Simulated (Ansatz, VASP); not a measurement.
## Two plane-wave programs on SnTe

```
Sn Te
1.0
     0.00000    3.15650    3.15650
     3.15650    0.00000    3.15650
     3.15650    3.15650    0.00000
Sn Te
1 1
Direct
  0.00000 0.00000 0.00000
  0.50000 0.50000 0.51400
```

Change from the starting cell: all Te atoms moved +0.062 Å, as atom 2 along Cartesian [1 1 0].

Alike in both runs: task single point; functional PBE; k mesh 10 × 10 × 10; occupations gaussian, width 0.03 eV; no spin polarisation.

|  | VASP | Ansatz |
| --- | --- | --- |
| version | VASP 6.6.1 | Ansatz 0.2.0 |
| potentials or method | VASP PAW PBE potentials, release 64 (Sn_d, Te), cutoff 520 eV | scalar-relativistic, plane waves, PAW |
| valence electrons in the cell | 20 | 30 |

|  | VASP | Ansatz | Ansatz less VASP |
| --- | --- | --- | --- |
| gap on the k mesh at the Fermi level (eV) | 0.07 | 0.07 | -0.001 |
| least direct gap on the mesh (eV) | 0.07 | 0.07 | -0.001 |
| pressure (GPa) | 2.0 | 2.1 | +0.07 |
| rms of the force components (eV/Å) | 0.010 | 0.008 | -0.0013 |

Atom by atom the forces differ by 0.001 eV/Å (rms over components). With one functional, cell and mesh, what is left measures potentials, basis and numerics. VASP's potentials hold 20 valence electrons a cell and Ansatz's 30, so a difference there can come from the potentials and not from the codes.

Neither program's run includes spin-orbit coupling.
